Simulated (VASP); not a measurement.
# ScGa3Te (Pm-3m) in VASP: notebook

ScGa3Te is run at these levels: PBE; tasks: single point, relaxation of cell and atoms.

Everything below comes from runs of VASP 6.6.1. Logs are shortened: lines on timing, memory, paths and dates and some standing lists are left out, and cuts for length are marked.

## (1) The cell of the first run

Symmetry: Pm-3m, No. 221, cubic system. Conventional cell: a = 4.721 Å, b = 4.721 Å, c = 4.721 Å, α = 90.00°, β = 90.00°, γ = 90.00°. Sc (site symmetry m-3m) has 6 Ga at 2.36 Å within 3.1 Å. Within 3.1 Å of Ga (site symmetry 4/mmm) lie 2 Sc at 2.36 Å. Within 4.4 Å of Te (site symmetry m-3m) lie 12 Ga at 3.34 Å and 8 Sc at 4.09 Å.

## (2) Single point, PBE

The input, INCAR:

```
PREC = Accurate ; ENCUT = 520
EDIFF = 1E-6 ; ISMEAR = 0
SIGMA = 0.1 ; LREAL = F
LASPH = T ; NELM = 100
ALGO = Fast ; ISIF = 2
LWAVE = F ; LCHARG = F
GGA = PE ; NBANDS = 36
```

The input, KPOINTS:

```
Automatic mesh
0
Gamma
  4 4 4
```

The input, POSCAR:

```
ScGa3Te
1.0
    4.7210642700      0.0000000000      0.0000000000
    0.0000000000      4.7210642700      0.0000000000
    0.0000000000      0.0000000000      4.7210642700
Sc Ga Te
1 3 1
Direct
    0.5000000000      0.5000000000      0.5000000000
    0.0000000000      0.5000000000      0.5000000000
    0.5000000000      0.0000000000      0.5000000000
    0.5000000000      0.5000000000      0.0000000000
    0.0000000000      0.0000000000      0.0000000000
```

Potentials or basis: VASP PAW PBE potentials, release 64 (Sc_sv, Ga_d, Te).

Run with:

```sh
$ cat potpaw_PBE.64/Sc_sv/POTCAR potpaw_PBE.64/Ga_d/POTCAR potpaw_PBE.64/Te/POTCAR > POTCAR
$ mpirun -np 1 vasp_std > vasp.out
```

OUTCAR:

```text
PREC = Accurate
   ENCUT = 520
   EDIFF = 1E-6
   ISMEAR = 0
   LREAL = F
   LASPH = T
   NELM = 100
   ISIF = 2
   GGA = PE

 ion  position               nearest neighbor table
   1  0.500  0.500  0.500-   2 2.36   3 2.36   4 2.36   4 2.36   3 2.36   2 2.36
   2  0.000  0.500  0.500-   1 2.36   1 2.36
   3  0.500  0.000  0.500-   1 2.36   1 2.36
   4  0.500  0.500  0.000-   1 2.36   1 2.36
   5  0.000  0.000  0.000-

  LATTYP: Found a simple cubic cell.
 ALAT       =     4.7210642700

  Lattice vectors:

 A1 = (   4.7210642700,   0.0000000000,   0.0000000000)
 A2 = (   0.0000000000,   4.7210642700,   0.0000000000)
 A3 = (   0.0000000000,   0.0000000000,   4.7210642700)

Analysis of symmetry for initial positions (statically):
=====================================================================
 Subroutine PRICEL returns:
 Original cell was already a primitive cell.

 Routine SETGRP: Setting up the symmetry group for a
 simple cubic supercell.

 Subroutine GETGRP returns: Found 48 space group operations
 (whereof 48 operations were pure point group operations)
 out of a pool of 48 trial point group operations.

The static configuration has the point symmetry O_h .

Analysis of symmetry for dynamics (positions and initial velocities):
=====================================================================
 Subroutine PRICEL returns:
 Original cell was already a primitive cell.

 Routine SETGRP: Setting up the symmetry group for a
 simple cubic supercell.

 Subroutine GETGRP returns: Found 48 space group operations
 (whereof 48 operations were pure point group operations)
 out of a pool of 48 trial point group operations.

The dynamic configuration has the point symmetry O_h .

 Subroutine INISYM returns: Found 48 space group operations
 (whereof 48 operations are pure point group operations),
 and found     1 'primitive' translations

----------------------------------------------------------------------------------------

                                     Primitive cell

  volume of cell :     105.2252

  direct lattice vectors                    reciprocal lattice vectors
     4.721064270  0.000000000  0.000000000     0.211816646  0.000000000  0.000000000
     0.000000000  4.721064270  0.000000000     0.000000000  0.211816646  0.000000000
     0.000000000  0.000000000  4.721064270     0.000000000  0.000000000  0.211816646

  length of vectors
     4.721064270  4.721064270  4.721064270     0.211816646  0.211816646  0.211816646

  position of ions in fractional coordinates (direct lattice)
     0.500000000  0.500000000  0.500000000
     0.000000000  0.500000000  0.500000000
     0.500000000  0.000000000  0.500000000
     0.500000000  0.500000000  0.000000000
     0.000000000  0.000000000  0.000000000

  ion indices of the primitive-cell ions
   primitive index   ion index
                 1           1
                 2           2
                 3           3
                 4           4
                 5           5

----------------------------------------------------------------------------------------

 KPOINTS: Automatic mesh

Automatic generation of k-mesh.
 Grid dimensions read from file:
 generate k-points for:    4    4    4

 Generating k-lattice:

  Cartesian coordinates                     Fractional coordinates (reciprocal lattice)
     0.052954162  0.000000000  0.000000000     0.250000000  0.000000000  0.000000000
     0.000000000  0.052954162  0.000000000     0.000000000  0.250000000  0.000000000
     0.000000000  0.000000000  0.052954162     0.000000000  0.000000000  0.250000000

  Length of vectors
     0.052954162  0.052954162  0.052954162

  Shift w.r.t. Gamma in fractional coordinates (k-lattice)
     0.000000000  0.000000000  0.000000000

 Subroutine IBZKPT returns following result:
 ===========================================

 Found     10 irreducible k-points:

 Following reciprocal coordinates:
            Coordinates               Weight
  0.000000  0.000000  0.000000      1.000000
  0.250000  0.000000  0.000000      6.000000
  0.500000  0.000000  0.000000      3.000000
  0.250000  0.250000  0.000000     12.000000
  0.500000  0.250000  0.000000     12.000000
  0.500000  0.500000  0.000000      3.000000
  0.250000  0.250000  0.250000      8.000000
  0.500000  0.250000  0.250000     12.000000
  0.500000  0.500000  0.250000      6.000000
  0.500000  0.500000  0.500000      1.000000
   k-points           NKPTS =     10   k-points in BZ     NKDIM =     10   number of bands    NBANDS=     36
   number of dos      NEDOS =    301   number of ions     NIONS =      5
   total plane-waves  NPLWV =  46656
   dimension x,y,z NGX =    36 NGY =   36 NGZ =   36
   dimension x,y,z NGXF=    72 NGYF=   72 NGZF=   72
   ions per type =               1   3   1
   NGX,Y,Z   is equivalent  to a cutoff of  12.68, 12.68, 12.68 a.u.
   NGXF,Y,Z  is equivalent  to a cutoff of  25.35, 25.35, 25.35 a.u.
 SYSTEM =  unknown system
   PREC   = accura    normal or accurate (medium, high low for compatibility)
   ISTART =      0    job   : 0-new  1-cont  2-samecut
   ICHARG =      2    charge: 1-file 2-atom 10-const
   ISPIN  =      1    spin polarized calculation?
   LNONCOLLINEAR =      F non collinear calculations
   LSORBIT =      F    spin-orbit coupling
   LASPH  =      T    aspherical Exc in radial PAW
   ENCUT  =  520.0 eV  38.22 Ry    6.18 a.u.   8.78  8.78  8.78*2*pi/ulx,y,z
   NELM   =    100;   NELMIN=  2; NELMDL= -5     # of ELM steps
   EDIFF  = 0.1E-05   stopping-criterion for ELM
   LREAL  =      F    real-space projection
   EDIFFG = 0.1E-04   stopping-criterion for IOM
   NSW    =      0    number of steps for IOM
   IBRION =     -1    ionic relax: 0-MD 1-quasi-New 2-CG
   NFREE  =      0    steps in history (QN), initial steepest desc. (CG)
   ISIF   =      2    stress and relaxation
   ISYM   =      2    0-nonsym 1-usesym 2-fastsym
   POTIM  = 0.5000    time-step for ionic-motion
   TEBEG  =    0.0;   TEEND  =   0.0 temperature during run
   PSTRESS=    0.0 pullay stress
   NELECT =      56.0000    total number of electrons
   NUPDOWN=      -1.0000    fix difference up-down
   EMIN   =  10.00;   EMAX   =-10.00  energy-range for DOS
   EFERMI =   0.00;   METHOD = LEGACY
   ISMEAR =     0;   SIGMA  =   0.10  broadening in eV -4-tet -1-fermi 0-gaus
   EFERMI_NEDOS =   21; number of points for ismear=-14 and -15
   IALGO  =     68    algorithm
   IMIX   =      4    mixing-type and parameters
     AMIX     =   0.40;   BMIX     =  1.00
     AMIX_MAG =   1.60;   BMIX_MAG =  1.00
  volume/ion in A,a.u.               =      21.05       142.02
  Fermi-wavevector in a.u.,A,eV,Ry     =   1.326674  2.507051 23.947128  1.760064
  Thomas-Fermi vector in A             =   2.456043
   LORBIT       =      0    0 simple, 1 ext, 2 COOP (PROOUT), +10 PAW based schemes
   GGA     = PE    functional components
   LHFCALC =     F    Hartree Fock is set to
   AEXX    =    0.0000 exact exchange contribution
   IVDW    =     0    specifies the selected vdW correction
   LEPSILON=     F    determine dielectric tensor
   LRPA    =     F    only Hartree local field effects (RPA)
 non-spin polarized calculation
 RMM-DIIS sequential band-by-band and
 Gauss-broadening in eV      SIGMA  =   0.10
  energy-cutoff  :      520.00
  volume of cell :      105.23
 maximum number of plane-waves:      2897
 NGX is ok and might be reduce to    36
   NGX = 17   NGY = 17   NGZ = 17

 number of electron      55.9999967 magnetization

 Free energy of the ion-electron system (eV)
  ---------------------------------------------------
  ext. energy  EPLUGINS =         0.00000000
  ---------------------------------------------------
  free energy    TOTEN  =       -13.66454977 eV

  energy without entropy =      -13.62994342  energy(sigma->0) =      -13.64724659

 E-fermi :   5.9911     XC(G=0): -10.5488

 val. band max:        5.9870210601   @ k =   0.5000   0.2500   0.0000
 cond. band min:       6.0354839095   @ k =   0.5000   0.2500   0.2500
 fundamental gap:      0.0484628494
 Fermi energy:         5.9910570679

 k-point     1 :       0.0000    0.0000    0.0000
  band No.  band energies     occupation
      1     -42.2572      2.00000
      2     -21.1740      2.00000
      3     -21.1740      2.00000
      4     -21.1740      2.00000
      5      -9.1205      2.00000
      6      -9.1158      2.00000
[... 28 lines left out ...]
     35       9.8094      0.00000
     36       9.9073      0.00000

 k-point     2 :       0.2500    0.0000    0.0000
  band No.  band energies     occupation
      1     -42.2567      2.00000
      2     -21.1980      2.00000
      3     -21.1745      2.00000
      4     -21.1745      2.00000
      5      -9.1162      2.00000
      6      -9.1154      2.00000
[... 28 lines left out ...]
     35      10.0528      0.00000
     36      10.0611      0.00000

 k-point     3 :       0.5000    0.0000    0.0000
  band No.  band energies     occupation
      1     -42.2562      2.00000
      2     -21.2218      2.00000
      3     -21.1751      2.00000
      4     -21.1751      2.00000
      5      -9.1150      2.00000
      6      -9.1135      2.00000
[... 28 lines left out ...]
     35      10.9007      0.00000
     36      11.2565      0.00000

 k-point     4 :       0.2500    0.2500    0.0000
  band No.  band energies     occupation
      1     -42.2562      2.00000
      2     -21.1986      2.00000
      3     -21.1985      2.00000
      4     -21.1751      2.00000
      5      -9.1147      2.00000
      6      -9.0719      2.00000
[... 28 lines left out ...]
     35      10.4417      0.00000
     36      10.5827      0.00000

 k-point     5 :       0.5000    0.2500    0.0000
  band No.  band energies     occupation
      1     -42.2557      2.00000
      2     -21.2223      2.00000
      3     -21.1991      2.00000
      4     -21.1757      2.00000
      5      -9.1136      2.00000
      6      -9.0671      2.00000
[... 28 lines left out ...]
     35      10.1813      0.00000
     36      11.0833      0.00000

 k-point     6 :       0.5000    0.5000    0.0000
  band No.  band energies     occupation
      1     -42.2551      2.00000
      2     -21.2228      2.00000
      3     -21.2228      2.00000
      4     -21.1763      2.00000
      5      -9.1130      2.00000
      6      -9.0078      2.00000
[... 28 lines left out ...]
     35      10.6027      0.00000
     36      11.0215      0.00000

 k-point     7 :       0.2500    0.2500    0.2500
  band No.  band energies     occupation
      1     -42.2556      2.00000
      2     -21.1991      2.00000
      3     -21.1990      2.00000
      4     -21.1990      2.00000
      5      -9.0549      2.00000
      6      -9.0479      2.00000
[... 28 lines left out ...]
     35      10.3276      0.00000
     36      10.6234      0.00000

 k-point     8 :       0.5000    0.2500    0.2500
  band No.  band energies     occupation
      1     -42.2551      2.00000
      2     -21.2228      2.00000
      3     -21.1997      2.00000
      4     -21.1996      2.00000
      5      -9.0494      2.00000
      6      -9.0467      2.00000
[... 28 lines left out ...]
     35      10.8732      0.00000
     36      10.8950      0.00000

 k-point     9 :       0.5000    0.5000    0.2500
  band No.  band energies     occupation
      1     -42.2546      2.00000
      2     -21.2234      2.00000
      3     -21.2234      2.00000
      4     -21.2002      2.00000
      5      -9.0459      2.00000
      6      -9.0080      2.00000
[... 28 lines left out ...]
     35      10.9086      0.00000
     36      11.7332      0.00000

 k-point    10 :       0.5000    0.5000    0.5000
  band No.  band energies     occupation
      1     -42.2541      2.00000
      2     -21.2239      2.00000
      3     -21.2239      2.00000
      4     -21.2239      2.00000
      5      -9.0077      2.00000
      6      -9.0077      2.00000
[... 28 lines left out ...]
     35      12.4461      0.00000
     36      12.6193      0.00000

------------------------ aborting loop because EDIFF is reached ----------------------------------------

  FORCE on cell =-STRESS in cart. coord.  units (eV):
  Direction    XX          YY          ZZ          XY          YZ          ZX
  --------------------------------------------------------------------------------------
  -------------------------------------------------------------------------------------
  Total       13.3711321     13.3711321     13.3711321      0.0000000      0.0000000      0.0000000
  in kB      203.5912107    203.5912107    203.5912107      0.0000000      0.0000000      0.0000000
  external PRESSURE =     203.5912107 kB  Pullay stress =       0.0000000 kB

 VOLUME and BASIS-vectors are now :
 -----------------------------------------------------------------------------
  energy-cutoff  :      520.00
  volume of cell :      105.23
      direct lattice vectors                 reciprocal lattice vectors
     4.721064270  0.000000000  0.000000000     0.211816646  0.000000000  0.000000000
     0.000000000  4.721064270  0.000000000     0.000000000  0.211816646  0.000000000
     0.000000000  0.000000000  4.721064270     0.000000000  0.000000000  0.211816646

 POSITION                                       TOTAL-FORCE (eV/Angst)
 -----------------------------------------------------------------------------------
      2.36053      2.36053      2.36053         0.000000      0.000000      0.000000
      0.00000      2.36053      2.36053         0.000000      0.000000      0.000000
      2.36053      0.00000      2.36053         0.000000      0.000000      0.000000
      2.36053      2.36053      0.00000         0.000000      0.000000      0.000000
      0.00000      0.00000      0.00000         0.000000      0.000000      0.000000
 -----------------------------------------------------------------------------------
    total drift:                                0.000000      0.000000      0.000000

  FREE ENERGIE OF THE ION-ELECTRON SYSTEM (eV)
  ---------------------------------------------------
  free  energy   TOTEN  =       -13.6645497699 eV

  energy  without entropy=      -13.6299434197  energy(sigma->0) =      -13.64724659
```

Wall time 37 s (1 thread of Intel Xeon Platinum 8488C (Sapphire Rapids), shared host); peak memory 0.21 GiB.

What came out:

* Free energy: -13.6645 eV
* Pressure: 20.4 GPa
* Band gap on the k mesh: zero (band 28 reaches 7.52 eV, above the bottom of band 29 at 5.37 eV)

Caveat: spin-orbit coupling is left out, which moves the levels of the heavy elements.

## (3) Single point, PBE

This run uses another cell than the first one, of 29.93 Å³/atom, 1.422 times its volume.

The input, INCAR:

```
SYSTEM = ScGa3Te
PREC = Accurate
ENCUT = 520
EDIFF = 1E-7
ISMEAR = 0
SIGMA = 0.1
LREAL = .FALSE.
LASPH = .TRUE.
NELM = 100
ALGO = Normal
ISIF = 2
LWAVE = .FALSE.
LCHARG = .TRUE.
GGA = PE
LELF = .TRUE.
LVHAR = .TRUE.
NBANDS = 36
```

The input, KPOINTS:

```
Automatic mesh
0
G
  4 4 4
  0 0 0
```

POSCAR: that of step 2 with these lines changed.

```diff
@@ -2,5 +2,5 @@
 1.0
-    4.7210642700      0.0000000000      0.0000000000
-    0.0000000000      4.7210642700      0.0000000000
-    0.0000000000      0.0000000000      4.7210642700
+    5.3089671813      0.0000000000      0.0000000000
+    0.0000000000      5.3089671813      0.0000000000
+    0.0000000000      0.0000000000      5.3089671813
 Sc Ga Te
```

Potentials or basis: VASP PAW PBE potentials, release 64 (Sc_sv, Ga_d, Te).

Run with:

```sh
$ cat potpaw_PBE.64/Sc_sv/POTCAR potpaw_PBE.64/Ga_d/POTCAR potpaw_PBE.64/Te/POTCAR > POTCAR
$ mpirun -np 1 vasp_std > vasp.out
```

Run time: 50 s. Hardware: 1 thread of Intel Xeon Platinum 8488C (Sapphire Rapids), shared host; peak memory 0.26 GiB.

It converged, with:

```
Free energy            : -15.7834 eV
Pressure               : 0.3 GPa
Band gap on the k mesh : zero (band 28 reaches 3.76 eV, above the bottom of band 29 at 2.68 eV)
```

Levels at points of the mesh, in eV from the Fermi level:
```tsv
k point	band 24	band 25	band 26	band 27	band 28	band 29	band 30	band 31	band 32	band 33
(0.00, 0.00, 0.00)	-2.28	-2.28	-2.28	0.82	0.82	0.82	1.45	1.45	1.45	2.87
(0.50, 0.00, 0.00)	-1.77	-1.77	-0.79	-0.67	-0.26	-0.26	1.04	1.04	1.40	1.51
(0.50, 0.50, 0.00)	-1.42	-1.23	-1.20	-1.20	-1.04	-0.18	0.08	0.08	0.73	3.37
(0.50, 0.50, 0.50)	-3.05	-3.05	-3.05	-2.79	-0.16	-0.16	1.13	1.13	1.13	4.53
```

Caveat: spin-orbit coupling is left out, which moves the levels of the heavy elements.

[end of part 1 of 2]
